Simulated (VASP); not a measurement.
BP:

```xyz
4
Lattice="3.2039 0.0000 0.0000 -1.6020 2.7747 0.0000 0.0000 0.0000 8.4666" Properties=species:S:1:pos:R:3 pbc="T T T"
B     0.0000    1.8498    2.1167
B     1.6020    0.9249    6.3500
P     1.6020    0.9249    2.1167
P     0.0000    1.8498    6.3500
```

Base run:

| Quantity | Value |
| --- | --- |
| Program | VASP 6.6.1 |
| Functional | PBE |
| Potentials or basis | VASP PAW PBE potentials, release 64 (B, P) |
| Cutoff | 520 eV |
| k mesh | 6 × 6 × 2 |
| Occupations | gaussian, width 0.01 eV |
| Spin | no spin polarisation |

Its results: band gap on the k mesh 0.87 eV, direct; pressure 1.0 GPa.

The run is repeated on the same cell with these changes: functional from PBE to r2SCAN. What comes out?

Band gap on the k mesh 1.07 eV, direct; pressure -0.3 GPa.

r2SCAN gives the wider gap, since meta-GGAs in the generalised Kohn-Sham scheme recover part of the derivative discontinuity.

Caveats: this functional lacks dispersion, which binds the layers, so the pressure and a relaxed spacing across them are unreliable (some runs); the PAW data sets were made with another functional, which shifts forces and pressure a little (some runs).

A k mesh can miss the band edges.
